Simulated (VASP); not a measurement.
Input of a VASP 6.6.1 run:

Contents of INCAR:

```
SYSTEM = LiCl
  PREC = Accurate
  ENCUT = 520
  EDIFF = 1E-6
  ISMEAR = 0
  SIGMA = 0.05
  LREAL = .False.
  LASPH = .True.
  NELM = 60
  ALGO = Normal
  ISIF = 2
  LWAVE = .False.
  LCHARG = .False.
  GGA = PE
  NBANDS = 12
```

The input KPOINTS:

```
regular mesh
0
Gamma
  8 8 8
  0 0 0
```

Contents of POSCAR:

```
LiCl
1.0
    0.0000000000      2.5262886000      2.6032314000
    2.5262886000      0.0000000000      2.6032314000
    2.5262886000      2.5262886000      0.0000000000
Li Cl
1 1
Direct
    0.0000000000      0.0000000000      0.0000000000
    0.5000000000      0.5000000000      0.5000000000
```

Potentials or basis: VASP PAW PBE potentials, release 64 (Li_sv, Cl).

Run with:

```bash
$ cat potpaw_PBE.64/Li_sv/POTCAR potpaw_PBE.64/Cl/POTCAR > POTCAR
$ mpirun -np 1 vasp_std > vasp.out
```

Question: What does it give for the band gap on the k mesh?

Answer: 6.38 eV, direct.

Caveat: the cell differs from its parent crystal (strain -0.015 along x and y, +0.015 along z). A k mesh can miss the band edges.
